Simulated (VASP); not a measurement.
Input of a VASP 6.6.1 run:

File INCAR:

```
ALGO = Normal ; EDIFF = 1E-6
ENCUT = 520 ; GGA = PE
ISIF = 2 ; ISMEAR = -1
LASPH = T ; LCHARG = F
LREAL = F ; LWAVE = F
NBANDS = 16 ; NELM = 100
PREC = Accurate ; SIGMA = 0.08
```

The input KPOINTS:

```
k-points
0
Gamma
  12 12 12
```

File POSCAR:

```
CuO
1.0
    2.6772985118      0.0000000000      0.0000000000
    0.0000000000      2.6772985118      0.0000000000
    0.0000000000      0.0000000000      2.5577282366
Cu O
1 1
Direct
    0.0000000000      0.0000000000      0.0000000000
    0.5000000000      0.5000000000      0.5000000000
```

Potentials or basis: VASP PAW PBE potentials, release 64 (Cu, O).

Launch:

```bash
$ cat potpaw_PBE.64/Cu/POTCAR potpaw_PBE.64/O/POTCAR > POTCAR
$ mpirun -np 1 vasp_std > vasp.out
```

(1) Predict the band gap on the k mesh.

(2) Estimate the pressure.

Answers

(1) zero (an odd number of electrons rules out a gap without spin polarisation).

(2) 0.3 GPa.

Caveat: the stress differs along the axes, from -4 to 8 GPa; an odd number of electrons without spin polarisation forces a metal; a magnetic or distorted state may lie lower; semilocal functionals often make such compounds metallic where correlation or magnetic order opens a gap, which also shifts bond lengths.
